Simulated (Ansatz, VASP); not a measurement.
# H in VASP and in Ansatz

```
CELL_PARAMETERS angstrom
8.00000 0.00000 0.00000
0.00000 8.00000 0.00000
0.00000 0.00000 8.00000
ATOMIC_POSITIONS crystal
H 0.50000 0.50000 0.44250
H 0.50000 0.50000 0.55750
```

Alike in both runs: task single point; functional r2SCAN; k mesh 1 × 1 × 1; no spin polarisation.

```csv
,VASP,Ansatz
version,VASP 6.6.1,Ansatz 0.2.0
potentials or method,"VASP PAW PBE potentials, release 64 (H), cutoff 440 eV","scalar-relativistic, plane waves, PAW"
occupations,"gaussian, width 0.01 eV",fixed
valence electrons in the cell,2,2
```

VASP gave:

- gap on the k mesh at the Fermi level (eV): 10.13
- rms of the force components (eV/Å): 2.200

Problem. What did Ansatz give for the same quantities?

Solution. gap on the k mesh at the Fermi level (eV): 10.43; rms of the force components (eV/Å): 2.222.

VASP's potentials were made for PBE, not for r2SCAN. Atom by atom the forces differ by 0.023 eV/Å (rms over components).
